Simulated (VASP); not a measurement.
Wanted: the native input for a VASP 6.6.1 run.

* Task: relaxation of cell and atoms
* Functional: PBE
* Potentials or basis: VASP PAW PBE potentials, release 64 (C)
* Cutoff: 600 eV
* k mesh: 14 × 14 × 19
* Occupations: fermi-dirac, width 0.05 eV
* Spin: no spin polarisation
* Target pressure: 380 GPa
* Dipole correction: no
* Further INCAR settings: ALGO = Normal; EDIFF = 1e-06; IBRION = 2; EDIFFG = -0.005; NSW = 32; ISIF = 3

The structure of C lies in POSCAR:

```
C
1.0
    3.4032952489      0.0000000000      0.0000000000
   -1.7016476244      2.9473401421      0.0000000000
    0.0000000000      0.0000000000      1.2145531571
C
3
Direct
    0.0000000000      0.0000000000      0.0000000000
    0.3333333333      0.6666666667      0.5000000000
    0.6666666667      0.3333333333      0.5000000000
```

The input as run:

INCAR

```
SYSTEM = C
PREC = Accurate
ENCUT = 600
EDIFF = 1E-6
ISMEAR = -1
SIGMA = 0.05
LREAL = .False.
LASPH = .True.
NELM = 100
ALGO = Normal
ISIF = 3
LWAVE = .False.
LCHARG = .False.
GGA = PE
IBRION = 2
NSW = 32
EDIFFG = -0.005
PSTRESS = 3800.0
```

KPOINTS

```
Automatic mesh
0
Gamma
  14 14 19
  0 0 0
```

Potentials or basis: VASP PAW PBE potentials, release 64 (C).

The run is started by

```sh
$ cat potpaw_PBE.64/C/POTCAR > POTCAR
$ mpirun -np 1 vasp_std > vasp.out
```

It gave:

```json
{
  "Relaxed volume": "4.06 Å³/atom",
  "Relaxed cell": "a = 3.403 Å, b = 3.403 Å, c = 1.214 Å, α = 90.00°, β = 90.00°, γ = 120.00°",
  "Space group after relaxing (to 0.05 Å)": "P6/mmm (No. 191)",
  "Energy change on relaxing (the enthalpy is what falls)": "+5.2 meV/atom",
  "Ionic steps": "3",
  "Pressure after relaxing": "380.0 GPa",
  "Band gap on the k mesh": "zero (band 6 reaches 22.27 eV, above the bottom of band 7 at 3.10 eV)"
}
```

Caveat: the cell is relaxed towards a set pressure, so the enthalpy falls and the energy may rise.

Wall time 17 s on 1 thread of Intel(R) Xeon(R) 6975P-C (Granite Rapids), on a shared host, peak memory 0.14 GiB.
